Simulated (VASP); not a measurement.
B2Ru, 6 atoms in the cell. It takes space group Pmmn (No. 59, orthorhombic). Conventional cell: a = 3.000 Å, b = 4.849 Å, c = 3.929 Å, α = 90.00°, β = 90.00°, γ = 90.00°. Within 2.5 Å of B (site symmetry m) lie 3 B at 1.91 to 1.93 Å and 4 Ru at 2.13 to 2.25 Å. Within 2.8 Å of Ru (site symmetry mm2) lie 8 B at 2.13 to 2.25 Å.  This cell differs from its parent crystal: biaxial strain in the a-b plane: +4.5 %.

```yaml
Program: VASP 6.6.1
Task: single point
Functional: r2SCAN
Potentials_or_basis: VASP PAW PBE potentials, release 64 (B, Ru_pv)
Cutoff: 520 eV
k_mesh: 12 × 8 × 10
Occupations: gaussian, width 0.1 eV
Spin: no spin polarisation
Dipole_correction: no
Further_INCAR_settings: ALGO = Normal; EDIFF = 1e-07; NBANDS = 29
```

Potentials or basis: VASP PAW PBE potentials, release 64 (B, Ru_pv).

Command:

```sh
$ cat potpaw_PBE.64/B/POTCAR potpaw_PBE.64/Ru_pv/POTCAR > POTCAR
$ cp INCAR.step1 INCAR
$ mpirun -np 1 vasp_std > vasp.out
$ cp INCAR.step2 INCAR
$ mpirun -np 1 vasp_std > vasp.out
```

Hardware: 1 thread of Oxide Virtual Turin-like Processor, on a shared host.

How long does it take, and how much memory?

It took 16 min on 1 thread of Oxide Virtual Turin-like Processor (shared host), peak memory 0.34 GiB. Counts: k points 210.
